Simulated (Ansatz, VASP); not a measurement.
One calculation of Pd, two programs

```xyz
1
Lattice="-1.5432 1.5432 1.5432 1.5432 -1.5432 1.5432 1.5432 1.5432 -1.5432" Properties=species:S:1:pos:R:3 pbc="T T T"
Pd    0.0000    0.0000    0.0000
```

Alike in both runs: functional PBEsol; k mesh 8 × 8 × 8; occupations gaussian, width 0.1 eV; no spin polarisation.

Ansatz relaxed the structure, and its values are those at the end. VASP's run is a single point on that final structure, the one shown.

|  | VASP | Ansatz |
| --- | --- | --- |
| version | VASP 6.6.1 | Ansatz 0.2.0 |
| potentials or method | VASP PAW PBE potentials, release 64 (Pd), cutoff 520 eV | scalar-relativistic, plane waves, PAW |
| valence electrons in the cell | 10 | 18 |

|  | VASP | Ansatz | Ansatz less VASP |
| --- | --- | --- | --- |
| gap on the k mesh at the Fermi level (eV) | none | none | - |
| pressure (GPa) | -0.4 | 0.0 | +0.43 |

VASP's potentials were made for PBE, not for PBEsol. A gap of «none» marks a metal or a gap that the smearing closes. VASP's potentials hold 10 valence electrons a cell and Ansatz's 18, so a difference there can come from the potentials and not from the codes.
